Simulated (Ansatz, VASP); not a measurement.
# AlB2As3: VASP beside Ansatz

```xyz
6
Lattice="3.8297 0.0000 0.0000 0.0000 3.8297 0.0000 0.0000 0.0000 7.8792" Properties=species:S:1:pos:R:3 pbc="T T T"
Al    0.0000    0.0000    3.9396
B     0.0000    0.0000    5.9623
B     0.0000    0.0000    1.9169
As    0.0000    0.0000    0.0000
As    1.9148    1.9148    3.9396
As    1.9148    1.9148    0.0000
```

Alike in both runs: functional PBE; k mesh 4 × 4 × 2; occupations gaussian, width 0.1 eV; no spin polarisation.

Ansatz relaxed the structure, and its values are those at the end. VASP's run is a single point on that final structure, the one shown.

|  | VASP | Ansatz |
| --- | --- | --- |
| version | VASP 6.6.1 | Ansatz 0.2.0 |
| potentials or method | VASP PAW PBE potentials, release 64 (Al, B, As_d), cutoff 560 eV | scalar-relativistic, plane waves, PAW |
| valence electrons in the cell | 54 | 54 |

VASP gave:

* gap on the k mesh at the Fermi level (eV): none
* pressure (GPa): 0.0
* rms of the force components (eV/Å): 0.009

**Question.** What did Ansatz give for the same quantities?

**Answer.** gap on the k mesh at the Fermi level (eV): none; pressure (GPa): 0.0; rms of the force components (eV/Å): 0.000.

A gap of «none» marks a metal or a gap that the smearing closes. The functional is the same, so the differences come from potentials, cutoffs and numerics.

The k mesh is coarse, so the values compare programs but aren't converged.
